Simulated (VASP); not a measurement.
# ScZnC4N4 (P-43m) in VASP: further runs, part 2 of 3

VASP 6.6.1.

### 3 Single point, PBE

This run uses another cell than the first one, of 24.07 Å³/atom.

INCAR

```
PREC = Accurate ; ENCUT = 520
EDIFF = 1E-6 ; ISMEAR = 0
SIGMA = 0.1 ; LREAL = F
LASPH = T ; NELM = 80
ALGO = Normal ; ISIF = 2
LWAVE = F ; LCHARG = F
GGA = PE ; NBANDS = 40
```

KPOINTS

```
Automatic mesh
0
Gamma
  4 4 4
```

POSCAR

```
ScZnC4N4
1.0
    6.2209161045      0.0000000000      0.0000000000
    0.0000000000      6.2209161045      0.0000000000
    0.0000000000      0.0000000000      6.2209161045
Sc Zn C N
1 1 4 4
Direct
    0.0000000000      0.0000000000      0.0000000000
    0.5000000000      0.5000000000      0.5000000000
    0.2097585842      0.2097585842      0.2097585842
    0.2097585842      0.7902414158      0.7902414158
    0.7902414158      0.2097585842      0.7902414158
    0.7902414158      0.7902414158      0.2097585842
    0.3183137319      0.3183137319      0.3183137319
    0.3183137319      0.6816862681      0.6816862681
    0.6816862681      0.3183137319      0.6816862681
    0.6816862681      0.6816862681      0.3183137319
```

Potentials or basis: VASP PAW PBE potentials, release 64 (Sc_sv, Zn, C, N).

Started as:

```console
$ cat potpaw_PBE.64/Sc_sv/POTCAR potpaw_PBE.64/Zn/POTCAR potpaw_PBE.64/C/POTCAR potpaw_PBE.64/N/POTCAR > POTCAR
$ mpirun -np 1 vasp_std > vasp.out
```

OUTCAR:

```text
PREC = Accurate
   ENCUT = 520
   EDIFF = 1E-6
   ISMEAR = 0
   LREAL = F
   LASPH = T
   NELM = 80
   ISIF = 2
   GGA = PE

 ion  position               nearest neighbor table
   1  0.000  0.000  0.000-   3 2.26   4 2.26   5 2.26   6 2.26
   2  0.500  0.500  0.500-   7 1.96   8 1.96   9 1.96  10 1.96
   3  0.210  0.210  0.210-   7 1.17   1 2.26
   4  0.210  0.790  0.790-   8 1.17   1 2.26
   5  0.790  0.210  0.790-   9 1.17   1 2.26
   6  0.790  0.790  0.210-  10 1.17   1 2.26
   7  0.318  0.318  0.318-   3 1.17   2 1.96
   8  0.318  0.682  0.682-   4 1.17   2 1.96
   9  0.682  0.318  0.682-   5 1.17   2 1.96
  10  0.682  0.682  0.318-   6 1.17   2 1.96

  LATTYP: Found a simple cubic cell.
 ALAT       =     6.2209161045

  Lattice vectors:

 A1 = (   6.2209161045,   0.0000000000,   0.0000000000)
 A2 = (   0.0000000000,   6.2209161045,   0.0000000000)
 A3 = (   0.0000000000,   0.0000000000,   6.2209161045)

Analysis of symmetry for initial positions (statically):
[... 185 lines left out ...]
      2     -28.8329      2.00000
      3     -28.8329      2.00000
      4     -28.8329      2.00000
      5     -19.2323      2.00000
      6     -19.1178      2.00000
[... 419 lines left out ...]
     39       3.8631      0.00000
     40       3.8646      0.00000

------------------------ aborting loop because EDIFF is reached ----------------------------------------

  FORCE on cell =-STRESS in cart. coord.  units (eV):
  Direction    XX          YY          ZZ          XY          YZ          ZX
  --------------------------------------------------------------------------------------
  -------------------------------------------------------------------------------------
  Total        1.1830470      1.1830470      1.1830470     -0.0000000      0.0000000     -0.0000000
  in kB        7.8731685      7.8731685      7.8731685     -0.0000000      0.0000000     -0.0000000
  external PRESSURE =       7.8731685 kB  Pullay stress =       0.0000000 kB

 VOLUME and BASIS-vectors are now :
 -----------------------------------------------------------------------------
  energy-cutoff  :      520.00
  volume of cell :      240.75
      direct lattice vectors                 reciprocal lattice vectors
     6.220916104  0.000000000  0.000000000     0.160748029  0.000000000  0.000000000
     0.000000000  6.220916104  0.000000000     0.000000000  0.160748029  0.000000000
     0.000000000  0.000000000  6.220916104     0.000000000  0.000000000  0.160748029

 POSITION                                       TOTAL-FORCE (eV/Angst)
 -----------------------------------------------------------------------------------
      0.00000      0.00000      0.00000        -0.000000      0.000000      0.000000
      3.11046      3.11046      3.11046        -0.000000      0.000000      0.000000
      1.30489      1.30489      1.30489        -0.196527     -0.196527     -0.196527
      1.30489      4.91603      4.91603        -0.196527      0.196527      0.196527
      4.91603      1.30489      4.91603         0.196527     -0.196527      0.196527
      4.91603      4.91603      1.30489         0.196527      0.196527     -0.196527
      1.98020      1.98020      1.98020         0.191415      0.191415      0.191415
      1.98020      4.24071      4.24071         0.191415     -0.191415     -0.191415
      4.24071      1.98020      4.24071        -0.191415      0.191415     -0.191415
      4.24071      4.24071      1.98020        -0.191415     -0.191415      0.191415
 -----------------------------------------------------------------------------------
    total drift:                               -0.000000     -0.000000      0.000000

  FREE ENERGIE OF THE ION-ELECTRON SYSTEM (eV)
  ---------------------------------------------------
  free  energy   TOTEN  =       -75.8102547470 eV

  energy  without entropy=      -75.7327116216  energy(sigma->0) =      -75.77148318
```

OSZICAR:

```text
N       E                     dE             d eps       ncg     rms          rms(c)
DAV:   1     0.605993715981E+03    0.60599E+03   -0.24289E+04   800   0.133E+03
DAV:   2     0.910544140757E+01   -0.59689E+03   -0.57952E+03   960   0.384E+02
DAV:   3    -0.812229635518E+02   -0.90328E+02   -0.89016E+02  1128   0.155E+02
DAV:   4    -0.866750859106E+02   -0.54521E+01   -0.53515E+01  1216   0.449E+01
DAV:   5    -0.867871706056E+02   -0.11208E+00   -0.11035E+00  1032   0.565E+00    0.199E+01
DAV:   6    -0.761291862063E+02    0.10658E+02   -0.29838E+01  1288   0.531E+01    0.107E+01
DAV:   7    -0.757912031113E+02    0.33798E+00   -0.10634E+01  1200   0.161E+01    0.615E+00
DAV:   8    -0.758101892688E+02   -0.18986E-01   -0.68156E-01  1216   0.666E+00    0.201E+00
DAV:   9    -0.758085893398E+02    0.15999E-02   -0.13110E-01  1352   0.395E+00    0.826E-01
DAV:  10    -0.758080115065E+02    0.57783E-03   -0.20299E-02  1192   0.110E+00    0.245E-01
DAV:  11    -0.758097948493E+02   -0.17833E-02   -0.70305E-03  1280   0.557E-01    0.148E-01
DAV:  12    -0.758101841711E+02   -0.38932E-03   -0.86282E-04   976   0.185E-01    0.549E-02
DAV:  13    -0.758102416334E+02   -0.57462E-04   -0.21724E-04  1232   0.153E-01    0.113E-02
DAV:  14    -0.758102530924E+02   -0.11459E-04   -0.16907E-05   928   0.327E-02    0.803E-03
DAV:  15    -0.758102546881E+02   -0.15957E-05   -0.58404E-06   864   0.163E-02    0.312E-03
DAV:  16    -0.758102547470E+02   -0.58871E-07   -0.55138E-07   736   0.111E-02
   1 F= -.75810255E+02 E0= -.75771483E+02  d E =-.775431E-01
```

stdout:

```text
POSCAR found type information on POSCAR ScZnC N
 POSCAR found :  4 types and      10 ions
 scaLAPACK will be used
 LDA part: xc-table for (Slater+PW92), standard interpolation
 POSCAR, INCAR and KPOINTS ok, starting setup
 FFT: planning ... GRIDC
 FFT: planning ... GRID_SOFT
 FFT: planning ... GRID
 WAVECAR not read
 entering main loop
```

Run time: 91 s. Hardware: 1 thread of Oxide Virtual Turin-like, shared host; peak memory 0.34 GiB.

Results:

```yaml
Free_energy: -75.8103 eV
Pressure: 0.8 GPa
Largest_force: 0.340 eV/Å
Band_gap_on_the_k_mesh: zero (an odd number of electrons rules out a gap without spin polarisation)
```

Forces in eV/Å, atoms in the order of the input:
```
Sc   0.000  0.000  0.000
Zn   0.000  0.000  0.000
C   -0.197 -0.197 -0.197
C   -0.197  0.197  0.197
C    0.197 -0.197  0.197
C    0.197  0.197 -0.197
N    0.191  0.191  0.191
N    0.191 -0.191 -0.191
N   -0.191  0.191 -0.191
N   -0.191 -0.191  0.191
```

Levels at points of the mesh, in eV from the Fermi level:
| k point | band 27 | band 28 | band 29 | band 30 | band 31 | band 32 |
| --- | --- | --- | --- | --- | --- | --- |
| (0.00, 0.00, 0.00) | -4.94 | -4.94 | -4.94 | 0.02 | 0.02 | 0.35 |
| (0.50, 0.00, 0.00) | -5.15 | -4.96 | -4.96 | 0.00 | 0.12 | 0.47 |
| (0.50, 0.50, 0.00) | -5.28 | -4.97 | -4.97 | -0.05 | 0.20 | 0.70 |
| (0.50, 0.50, 0.50) | -5.08 | -5.08 | -5.08 | 0.09 | 0.09 | 0.57 |

Caveat: an odd number of electrons without spin polarisation forces a metal; a magnetic or distorted state may lie lower.

(Continued in part 3 of 3.)
